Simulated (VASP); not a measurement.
Input of a VASP 6.6.1 run:

File INCAR:

```
PREC = Accurate ; ENCUT = 520
EDIFF = 1E-7 ; ISMEAR = 0
SIGMA = 0.1 ; LREAL = False
LASPH = True ; NELM = 60
ALGO = Normal ; ISIF = 2
LWAVE = False ; LCHARG = False
GGA = PE ; NBANDS = 40
```

The input KPOINTS:

```
Automatic mesh
0
Gamma
  8 8 8
```

The input POSCAR:

```
MnOsC4N4
1.0
    5.6379286590      0.0000000000      0.0000000000
    0.0000000000      5.6379286590      0.0000000000
    0.0000000000      0.0000000000      5.6379286590
Mn Os C N
1 1 4 4
Direct
    0.0000000000      0.0000000000      0.0000000000
    0.5000000000      0.5000000000      0.5000000000
    0.1842497689      0.1842497689      0.1842497689
    0.1842497689      0.8157502311      0.8157502311
    0.8157502311      0.1842497689      0.8157502311
    0.8157502311      0.8157502311      0.1842497689
    0.3084533752      0.3084533752      0.3084533752
    0.3084533752      0.6915466248      0.6915466248
    0.6915466248      0.3084533752      0.6915466248
    0.6915466248      0.6915466248      0.3084533752
```

Potentials or basis: VASP PAW PBE potentials, release 64 (Mn_pv, Os, C, N).

Launch:

```bash
$ cat potpaw_PBE.64/Mn_pv/POTCAR potpaw_PBE.64/Os/POTCAR potpaw_PBE.64/C/POTCAR potpaw_PBE.64/N/POTCAR > POTCAR
$ mpirun -np 1 vasp_std > vasp.out
```

Problem. What does it give for the pressure?

Solution. 0.6 GPa.

Problem. Estimate the largest force.

Solution. 0.120 eV/Å.

Forces on the atoms (eV/Å):
```
Mn   0.000  0.000  0.000
Os   0.000  0.000  0.000
C   -0.069 -0.069 -0.069
C   -0.069  0.069  0.069
C    0.069 -0.069  0.069
C    0.069  0.069 -0.069
N   -0.063 -0.063 -0.063
N   -0.063  0.063  0.063
N    0.063 -0.063  0.063
N    0.063  0.063 -0.063
```

Caveat: spin-orbit coupling is left out, which moves the levels of the heavy elements; the run has no spin polarisation, though such a crystal can be magnetic. Spin polarisation is off, so any magnetic state and its effect on volume and gap are missing.
